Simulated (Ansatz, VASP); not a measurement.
## One calculation of La, two programs

The input INCAR:

```
SYSTEM = La
PREC = Accurate ; ENCUT = 520
EDIFF = 1E-6 ; ISMEAR = -1
SIGMA = 0.05 ; LREAL = .FALSE.
LASPH = .TRUE. ; NELM = 60
ALGO = Normal ; ISIF = 2
LWAVE = .FALSE. ; LCHARG = .TRUE.
GGA = PE ; LELF = .TRUE.
LVHAR = .TRUE. ; NBANDS = 18
```

File KPOINTS:

```
Automatic mesh
0
G
  9 9 9
  0 0 0
```

File POSCAR:

```
La
1.0
    0.0000000000      2.7841833080      2.7841833080
    2.7841833080      0.0000000000      2.7841833080
    2.7841833080      2.7841833080      0.0000000000
La
2
Direct
   -0.1250000000     -0.1250000000     -0.1250000000
    0.1250000000      0.1250000000      0.1250000000
```

Input for Ansatz:

```yaml
crystal:
  lattice:
    - [0.0, 2.784183308, 2.784183308]
    - [2.784183308, 0.0, 2.784183308]
    - [2.784183308, 2.784183308, 0.0]
  atoms:
    - { symbol: La, position: [-0.125, -0.125, -0.125] }
    - { symbol: La, position: [0.125, 0.125, 0.125] }
kpoints:
  mp_grid: { grid: [9, 9, 9] }
scf:
  occupations: { method: fermi_dirac, width: 0.05 }
hamiltonian:
  xc: pbe
  pseudopotentials: { kind: all_electron, lapw: { basis_error: 0.001 } }
output:
  forces: true
  stress: true
  eigenvalues: true
  populations: true
```

Change from the starting cell: volume scaled by 0.58, LAPW.

Alike in both runs: task single point; functional PBE; k mesh 9 × 9 × 9; occupations fermi-dirac, width 0.05 eV; no spin polarisation.

|  | VASP | Ansatz |
| --- | --- | --- |
| version | VASP 6.6.1 | Ansatz 0.2.0 |
| potentials or method | VASP PAW PBE potentials, release 64 (La), cutoff 520 eV | all-electron LAPW, scalar-relativistic |

VASP gave:

```
pressure (GPa) : 98.2
```

Task: Which values does Ansatz return?

Result: Pressure (GPa): 98.3.

Both programs put the cell under a high pressure, so it lies far from rest at this level. Ansatz ran all-electron here, and VASP with PAW potentials.

Neither program's run includes spin-orbit coupling. Noted on VASP's run: the cell as given lies far from equilibrium.
